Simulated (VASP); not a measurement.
Crystal: MgCdSe.

```
Mg Cd Se
1.0
     3.84457    0.00000    0.00000
     0.00000    3.84457    0.00000
     0.00000    0.00000    4.66330
Mg Cd Se
1 1 1
Direct
  0.50000 0.50000 0.50000
  0.50000 0.50000 0.00000
  0.00000 0.00000 0.00000
```

The cell was built from a structure type or drawn by symmetry, and may not be a known phase.

| Property | Result |
| --- | --- |
| Program | VASP 6.6.1 |
| Task | relaxation of cell and atoms |
| Functional | PBE |
| Potentials or basis | VASP PAW PBE potentials, release 64 (Mg, Cd, Se) |
| Cutoff | 600 eV |
| k mesh | 4 × 4 × 4 |
| Occupations | gaussian, width 0.1 eV |
| Spin | no spin polarisation |

At the start: pressure 15.8 GPa; volume 22.98 Å³/atom.

How do energy, volume and symmetry change on relaxing?

Over 8 steps the energy falls by 421.7 meV/atom and the volume is 30.79 Å³/atom (+34.0 %); space group P4/mmm (No. 123, to 0.1 Å) before and after.

Step by step:
| step | energy change (eV) | largest force (eV/Å) | pressure (GPa) | volume (Å³) |
| --- | --- | --- | --- | --- |
| 1 | 0.0000 | 0.0000 | 15.82 | 68.93 |
| 2 | -1.2000 | 0.0000 | -1.00 | 93.61 |
| 3 | -1.1998 | 0.0000 | -1.09 | 93.92 |
| 4 | -1.2477 | 0.0000 | -0.29 | 91.76 |
| 5 | -1.2586 | 0.0000 | 0.45 | 90.31 |
| 6 | -1.2588 | 0.0000 | 0.59 | 90.05 |
| 7 | -1.2640 | 0.0000 | 0.21 | 91.37 |
| 8 | -1.2651 | 0.0000 | -0.05 | 92.37 |

Final structure:
```cif
data_structure
_symmetry_space_group_name_H-M 'P 1'
_symmetry_Int_Tables_number 1
_cell_length_a 3.9454
_cell_length_b 3.9454
_cell_length_c 5.9338
_cell_angle_alpha 90.000
_cell_angle_beta 90.000
_cell_angle_gamma 90.000
_cell_volume 92.37
loop_
_atom_site_label
_atom_site_type_symbol
_atom_site_fract_x
_atom_site_fract_y
_atom_site_fract_z
_atom_site_occupancy
Mg1 Mg 0.50000 0.50000 0.50000 1
Cd1 Cd 0.50000 0.50000 0.00000 1
Se1 Se 0.00000 0.00000 0.00000 1
```

Caveat: the k points lie up to 0.40 Å⁻¹ apart in the final cell; the volume moved by over 15 % at a fixed basis, so the end points are rough.
